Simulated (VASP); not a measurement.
# Ga2O3 (R-3m) in VASP: further runs

Runs on Ga2O3. Level: PBE. Tasks: single point.

Program: VASP 6.6.1. These are calculated values, not measurements. Logs are shortened: lines on timing, memory, paths and dates and some standing lists are left out, and cuts for length are marked.

### 1 The cell of the first run

The structure is trigonal, space group R-3m (No. 166). Conventional cell: a = 4.861 Å, b = 4.861 Å, c = 8.984 Å, α = 90.00°, β = 90.00°, γ = 120.00°. Ga (site symmetry 3m) has 3 O at 1.89 Å within 2.5 Å. O (site symmetry 2/m) has 2 Ga at 1.89 Å and 4 O at 2.43 Å within 2.5 Å.

The cell was generated, and may not be a known phase.

### 2 Single point, PBE

File INCAR:

```
PREC     = Accurate       # precision mode
ENCUT    = 520            # plane-wave cutoff, eV
EDIFF    = 1E-7           # SCF threshold, eV
ISMEAR   = 0              # smearing method
SIGMA    = 0.1            # smearing width, eV
LREAL    = F              # projectors in reciprocal space
LASPH    = T              # aspherical terms in the spheres
NELM     = 60             # most SCF steps
ALGO     = Normal         # electronic algorithm
ISIF     = 2              # what is computed and relaxed
LWAVE    = F              # write WAVECAR
LCHARG   = T              # write CHGCAR
GGA      = PE             # functional
LELF     = T              # ELF
LVHAR    = T            
NBANDS   = 30             # bands
```

File KPOINTS:

```
Automatic mesh
0
Gamma
  6 6 6
```

File POSCAR:

```
Ga2O3
1.0
    2.4306157600      1.4033166600      2.9947222200
   -2.4306157600      1.4033166600      2.9947222200
    0.0000000000     -2.8066333300      2.9947222200
Ga O
2 3
Direct
    0.1921916900      0.1921916900      0.1921916900
    0.8078083100      0.8078083100      0.8078083100
    0.5000000000      0.5000000000      0.0000000000
    0.0000000000      0.5000000000      0.5000000000
    0.5000000000      0.0000000000      0.5000000000
```

Potentials or basis: VASP PAW PBE potentials, release 64 (Ga_d, O).

Launch:

```
cat potpaw_PBE.64/Ga_d/POTCAR potpaw_PBE.64/O/POTCAR > POTCAR
mpirun -np 1 vasp_std > vasp.out
```

OUTCAR:

```text
PREC = Accurate
   ENCUT = 520
   EDIFF = 1E-7
   ISMEAR = 0
   LREAL = F
   LASPH = T
   NELM = 60
   ISIF = 2
   GGA = PE

 ion  position               nearest neighbor table
   1  0.192  0.192  0.192-   3 1.89   4 1.89   5 1.89   2 2.84   2 2.84   2 2.84
   2  0.808  0.808  0.808-   3 1.89   4 1.89   5 1.89   1 2.84   1 2.84   1 2.84
   3  0.500  0.500  0.000-   1 1.89   2 1.89
   4  0.000  0.500  0.500-   1 1.89   2 1.89
   5  0.500  0.000  0.500-   1 1.89   2 1.89

  LATTYP: Found a trigonal (rhomboedric) cell.
 ALAT       =     4.1043332949
 COS(alpha) =     0.2985812463

  Lattice vectors:

 A1 = (   2.4306157600,   1.4033166600,   2.9947222200)
 A2 = (  -2.4306157600,   1.4033166600,   2.9947222200)
 A3 = (   0.0000000000,  -2.8066333300,   2.9947222200)

Analysis of symmetry for initial positions (statically):
=====================================================================
 Subroutine PRICEL returns:
 Original cell was already a primitive cell.

 Routine SETGRP: Setting up the symmetry group for a
 trigonal (rhombohedral) supercell.

 Subroutine GETGRP returns: Found 12 space group operations
 (whereof 12 operations were pure point group operations)
 out of a pool of 12 trial point group operations.

The static configuration has the point symmetry D_3d.

Analysis of symmetry for dynamics (positions and initial velocities):
=====================================================================
 Subroutine PRICEL returns:
 Original cell was already a primitive cell.

 Routine SETGRP: Setting up the symmetry group for a
 trigonal (rhombohedral) supercell.

 Subroutine GETGRP returns: Found 12 space group operations
 (whereof 12 operations were pure point group operations)
 out of a pool of 12 trial point group operations.

The dynamic configuration has the point symmetry D_3d.

 Subroutine INISYM returns: Found 12 space group operations
 (whereof 12 operations are pure point group operations),
 and found     1 'primitive' translations

----------------------------------------------------------------------------------------

                                     Primitive cell

  volume of cell :      61.2886

  direct lattice vectors                    reciprocal lattice vectors
     2.430615760  1.403316660  2.994722220     0.205709190  0.118766256  0.111306929
    -2.430615760  1.403316660  2.994722220    -0.205709190  0.118766256  0.111306929
     0.000000000 -2.806633330  2.994722220     0.000000000 -0.237532513  0.111306929

  length of vectors
     4.104333295  4.104333295  4.104333298     0.262318370  0.262318370  0.262318370

  position of ions in fractional coordinates (direct lattice)
     0.192191690  0.192191690  0.192191690
     0.807808310  0.807808310  0.807808310
     0.500000000  0.500000000  0.000000000
     0.000000000  0.500000000  0.500000000
     0.500000000  0.000000000  0.500000000

  ion indices of the primitive-cell ions
   primitive index   ion index
                 1           1
                 2           2
                 3           3
                 4           4
                 5           5

----------------------------------------------------------------------------------------

 KPOINTS: Automatic mesh

Automatic generation of k-mesh.
 Grid dimensions read from file:
 generate k-points for:    6    6    6

 Generating k-lattice:

  Cartesian coordinates                     Fractional coordinates (reciprocal lattice)
     0.034284865  0.019794376  0.018551155     0.166666667  0.000000000  0.000000000
    -0.034284865  0.019794376  0.018551155     0.000000000  0.166666667  0.000000000
     0.000000000 -0.039588752  0.018551155     0.000000000  0.000000000  0.166666667

  Length of vectors
     0.043719728  0.043719728  0.043719728

  Shift w.r.t. Gamma in fractional coordinates (k-lattice)
     0.000000000  0.000000000  0.000000000

 Subroutine IBZKPT returns following result:
 ===========================================

 Found     32 irreducible k-points:

 Following reciprocal coordinates:
            Coordinates               Weight
  0.000000  0.000000  0.000000      1.000000
  0.166667 -0.000000 -0.000000      6.000000
  0.333333 -0.000000 -0.000000      6.000000
  0.500000 -0.000000  0.000000      3.000000
  0.166667  0.166667 -0.000000      6.000000
  0.333333  0.166667 -0.000000     12.000000
[... 16 lines left out ...]
  0.500000  0.500000  0.166667      6.000000
 -0.333333  0.500000  0.166667     12.000000
 [... further k-points ...]
   k-points           NKPTS =     32   k-points in BZ     NKDIM =     32   number of bands    NBANDS=     30
   number of dos      NEDOS =    301   number of ions     NIONS =      5
   total plane-waves  NPLWV =  32768
   dimension x,y,z NGX =    32 NGY =   32 NGZ =   32
   dimension x,y,z NGXF=    64 NGYF=   64 NGZF=   64
   ions per type =               2   3
   NGX,Y,Z   is equivalent  to a cutoff of  12.96, 12.96, 12.96 a.u.
   NGXF,Y,Z  is equivalent  to a cutoff of  25.92, 25.92, 25.92 a.u.
 SYSTEM =  unknown system
   PREC   = accura    normal or accurate (medium, high low for compatibility)
   ISTART =      0    job   : 0-new  1-cont  2-samecut
   ICHARG =      2    charge: 1-file 2-atom 10-const
   ISPIN  =      1    spin polarized calculation?
   LNONCOLLINEAR =      F non collinear calculations
   LSORBIT =      F    spin-orbit coupling
   LASPH  =      T    aspherical Exc in radial PAW
   ENCUT  =  520.0 eV  38.22 Ry    6.18 a.u.   7.63  7.63  7.63*2*pi/ulx,y,z
   NELM   =     60;   NELMIN=  2; NELMDL= -5     # of ELM steps
   EDIFF  = 0.1E-06   stopping-criterion for ELM
   LREAL  =      F    real-space projection
   EDIFFG = 0.1E-05   stopping-criterion for IOM
   NSW    =      0    number of steps for IOM
   IBRION =     -1    ionic relax: 0-MD 1-quasi-New 2-CG
   NFREE  =      0    steps in history (QN), initial steepest desc. (CG)
   ISIF   =      2    stress and relaxation
   ISYM   =      2    0-nonsym 1-usesym 2-fastsym
   POTIM  = 0.5000    time-step for ionic-motion
   TEBEG  =    0.0;   TEEND  =   0.0 temperature during run
   PSTRESS=    0.0 pullay stress
   NELECT =      44.0000    total number of electrons
   NUPDOWN=      -1.0000    fix difference up-down
   EMIN   =  10.00;   EMAX   =-10.00  energy-range for DOS
   EFERMI =   0.00;   METHOD = LEGACY
   ISMEAR =     0;   SIGMA  =   0.10  broadening in eV -4-tet -1-fermi 0-gaus
   EFERMI_NEDOS =   21; number of points for ismear=-14 and -15
   IALGO  =     38    algorithm
   IMIX   =      4    mixing-type and parameters
     AMIX     =   0.40;   BMIX     =  1.00
     AMIX_MAG =   1.60;   BMIX_MAG =  1.00
  volume/ion in A,a.u.               =      12.26        82.72
  Fermi-wavevector in a.u.,A,eV,Ry     =   1.465882  2.770116 29.236351  2.148811
  Thomas-Fermi vector in A             =   2.581686
   LORBIT       =      0    0 simple, 1 ext, 2 COOP (PROOUT), +10 PAW based schemes
   GGA     = PE    functional components
   LHFCALC =     F    Hartree Fock is set to
   AEXX    =    0.0000 exact exchange contribution
   IVDW    =     0    specifies the selected vdW correction
   LEPSILON=     F    determine dielectric tensor
   LRPA    =     F    only Hartree local field effects (RPA)
 non-spin polarized calculation
 Gauss-broadening in eV      SIGMA  =   0.10
  energy-cutoff  :      520.00
  volume of cell :       61.29
 maximum number of plane-waves:      1662
 NGX is ok and might be reduce to    32
   NGX = 15   NGY = 15   NGZ = 15

 number of electron      44.0000010 magnetization

 Free energy of the ion-electron system (eV)
  ---------------------------------------------------
  ext. energy  EPLUGINS =         0.00000000
  ---------------------------------------------------
  free energy    TOTEN  =       -21.35190840 eV

  energy without entropy =      -21.32392167  energy(sigma->0) =      -21.33791503

 E-fermi :   3.6302     XC(G=0): -10.9566

 val. band max:        3.6024064058   @ k =   0.5000   0.3333   0.3333
 cond. band min:       3.6404173276   @ k =  -0.3333   0.1667   0.1667
 fundamental gap:      0.0380109217
 Fermi energy:         3.6301526873

 k-point     1 :       0.0000    0.0000    0.0000
  band No.  band energies     occupation
      1     -15.6327      2.00000
      2     -13.7974      2.00000
      3     -13.7974      2.00000
      4     -11.1594      2.00000
      5     -11.1594      2.00000
      6     -10.9804      2.00000
[... 22 lines left out ...]
     29      14.1563      0.00000
     30      14.1563      0.00000

 k-point     2 :       0.1667   -0.0000   -0.0000
  band No.  band energies     occupation
      1     -15.5179      2.00000
      2     -13.9020      2.00000
      3     -13.8221      2.00000
      4     -11.1626      2.00000
      5     -11.1460      2.00000
      6     -10.9911      2.00000
[... 22 lines left out ...]
     29      14.0556      0.00000
     30      14.8690      0.00000

 k-point     3 :       0.3333   -0.0000   -0.0000
  band No.  band energies     occupation
      1     -15.2111      2.00000
      2     -14.1918      2.00000
      3     -13.8699      2.00000
      4     -11.1783      2.00000
      5     -11.1113      2.00000
      6     -10.9776      2.00000
[... 22 lines left out ...]
     29      14.1161      0.00000
     30      16.0832      0.00000

 k-point     4 :       0.5000   -0.0000    0.0000
  band No.  band energies     occupation
      1     -14.9352      2.00000
      2     -14.4612      2.00000
      3     -13.8931      2.00000
      4     -11.1878      2.00000
      5     -11.0846      2.00000
      6     -10.9571      2.00000
[... 616 lines left out ...]
     29      14.7336      0.00000
     30      15.8818      0.00000

 k-point    23 :       0.5000    0.5000    0.1667
  band No.  band energies     occupation
      1     -14.9675      2.00000
      2     -14.2556      2.00000
      3     -13.9257      2.00000
      4     -11.1455      2.00000
      5     -11.0693      2.00000
      6     -10.9787      2.00000
[... 22 lines left out ...]
     29      14.5910      0.00000
     30      16.4395      0.00000

 k-point    24 :      -0.3333    0.5000    0.1667
  band No.  band energies     occupation
      1     -14.8127      2.00000
      2     -14.4450      2.00000
      3     -13.9283      2.00000
      4     -11.1581      2.00000
      5     -11.0147      2.00000
      6     -11.0006      2.00000
[... 22 lines left out ...]
     29      15.1896      0.00000
     30      15.6451      0.00000

 [... further k-points ...]

------------------------ aborting loop because EDIFF is reached ----------------------------------------

  FORCE on cell =-STRESS in cart. coord.  units (eV):
  Direction    XX          YY          ZZ          XY          YZ          ZX
  --------------------------------------------------------------------------------------
  -------------------------------------------------------------------------------------
  Total        6.9093227      6.9093227     -6.1918544      0.0000000      0.0000000      0.0000000
  in kB      180.6201816    180.6201816   -161.8644714      0.0000000      0.0000002      0.0000000
  external PRESSURE =      66.4586306 kB  Pullay stress =       0.0000000 kB

 VOLUME and BASIS-vectors are now :
 -----------------------------------------------------------------------------
  energy-cutoff  :      520.00
  volume of cell :       61.29
      direct lattice vectors                 reciprocal lattice vectors
     2.430615760  1.403316660  2.994722220     0.205709190  0.118766256  0.111306929
    -2.430615760  1.403316660  2.994722220    -0.205709190  0.118766256  0.111306929
     0.000000000 -2.806633330  2.994722220     0.000000000 -0.237532513  0.111306929

 POSITION                                       TOTAL-FORCE (eV/Angst)
 -----------------------------------------------------------------------------------
      0.00000     -0.00000      1.72668         0.000000     -0.000000      0.988428
      0.00000     -0.00000      7.25748         0.000000      0.000000     -0.988428
      0.00000      1.40332      2.99472        -0.000000     -0.000000     -0.000000
     -1.21531     -0.70166      2.99472        -0.000000     -0.000000      0.000000
      1.21531     -0.70166      2.99472         0.000000     -0.000000     -0.000000
 -----------------------------------------------------------------------------------
    total drift:                                0.000000      0.000000     -0.000000

  FREE ENERGIE OF THE ION-ELECTRON SYSTEM (eV)
  ---------------------------------------------------
  free  energy   TOTEN  =       -21.3519083997 eV

  energy  without entropy=      -21.3239216681  energy(sigma->0) =      -21.33791503
```

Wall time 69 s (1 thread of Intel Xeon 8259CL, shared host); peak memory 0.2 GiB.

Results:

```yaml
Free_energy: -21.3519 eV
Pressure: 6.6 GPa
Largest_force: 0.988 eV/Å
Band_gap_on_the_k_mesh: zero (bands 22 and 23 overlap by 0.29 eV)
```

Forces in eV/Å, atoms in the order of the input:
```
Ga   0.000  0.000  0.988
Ga   0.000  0.000 -0.988
O    0.000  0.000  0.000
O    0.000  0.000  0.000
O    0.000  0.000  0.000
```

Caveat: the stress differs along the axes, from -16 to 18 GPa; semilocal functionals underestimate gaps, and a narrow one can read as zero.

### 3 Single point, PBE

This run uses another cell than the first one, of 26.32 Å³/atom.

File INCAR:

```
ALGO = Normal ; EDIFF = 1E-7
ENCUT = 520 ; GGA = PE
ISIF = 2 ; ISMEAR = 0
LASPH = True ; LCHARG = False
LREAL = False ; LWAVE = False
NBANDS = 30 ; NELM = 60
PREC = Accurate ; SIGMA = 0.02
```

File KPOINTS:

```
k-points
0
Gamma
  6 6 6
```

File POSCAR:

```
Ga2O3
1.0
    3.0395776883      1.7549009966      4.1126061489
   -3.0395776883      1.7549009966      4.1126061489
    0.0000000000     -3.5098019932      4.1126061489
Ga O
2 3
Direct
    0.3309518358      0.3309518358      0.3309518358
    0.6690481642      0.6690481642      0.6690481642
    0.5000000000      0.5000000000      0.0000000000
    0.0000000000      0.5000000000      0.5000000000
    0.5000000000      0.0000000000      0.5000000000
```

Potentials or basis: VASP PAW PBE potentials, release 64 (Ga_d, O).

Launch:

```
cat potpaw_PBE.64/Ga_d/POTCAR potpaw_PBE.64/O/POTCAR > POTCAR
mpirun -np 1 vasp_std > vasp.out
```

Run time: 2.9 min. Hardware: 1 thread of Intel Xeon 8259CL, shared host; peak memory 0.29 GiB.

It converged, with:

```yaml
Free_energy: -27.0908 eV
Pressure: -0.1 GPa
Band_gap_on_the_k_mesh: 2.00 eV (least direct gap 2.01 eV)
```

Forces in eV/Å, atoms in the order of the input:
```
Ga   0.000  0.000  0.003
Ga   0.000  0.000 -0.003
O    0.000  0.000  0.000
O    0.000  0.000  0.000
O    0.000  0.000  0.000
```

Stress tensor (GPa, compression positive):
```
-0.12  0.00  0.00
 0.00 -0.12  0.00
 0.00  0.00 -0.04
```

Levels at points of the mesh, in eV from the valence-band top:
```csv
k point,band 20,band 21,band 22,band 23,band 24,band 25
"(0.00, 0.00, 0.00)",-0.35,-0.35,-0.02,2.00,4.64,7.57
"(0.50, 0.00, 0.00)",-0.76,-0.66,-0.14,3.91,5.48,5.63
"(0.50, 0.50, 0.00)",-0.79,-0.51,-0.13,4.56,5.55,6.46
"(0.50, 0.50, 0.50)",-0.37,-0.37,0.00,3.14,5.83,5.98
```

A k mesh can miss the band edges.

(Part 1 of 2 ends here.)

The gap in the log of VASP goes by the Fermi energy; the results here count the filled bands.